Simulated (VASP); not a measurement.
A run of VASP 6.6.1 is set up as follows.

File INCAR:

```
SYSTEM = Cu
PREC = Accurate
ENCUT = 820
EDIFF = 1E-6
ISMEAR = 1
SIGMA = 0.002
LREAL = .FALSE.
LASPH = .TRUE.
NELM = 120
ALGO = Normal
ISIF = 2
LWAVE = .FALSE.
LCHARG = .FALSE.
GGA = PE
NBANDS = 26
GGA_COMPAT = .FALSE.
```

File KPOINTS:

```
regular mesh
0
G
  6 6 4
  0 0 0
```

POSCAR

```
Cu
1.0
    2.5340966698      0.0000000000      0.0000000000
   -1.2670483349      2.1945920917      0.0000000000
    0.0000000000      0.0000000000      4.1125710000
Cu
2
Direct
    0.3333333333      0.6666666667      0.2500000000
    0.6666666667      0.3333333333      0.7500000000
```

Potentials or basis: VASP PAW PBE potentials, release 64 (Cu_sv_GW).

Launch:

```console
$ cat potpaw_PBE.64/Cu_sv_GW/POTCAR > POTCAR
$ mpirun -np 1 vasp_std > vasp.out
```

(1) Predict the band gap on the k mesh.

(2) Estimate the pressure.

Results:

(1) zero (bands 19 and 20 overlap by 6.03 eV).

(2) 6.3 GPa.

Caveat: the k points lie up to 0.48 Å⁻¹ apart, too coarse for converged energies and pressures of a metal.
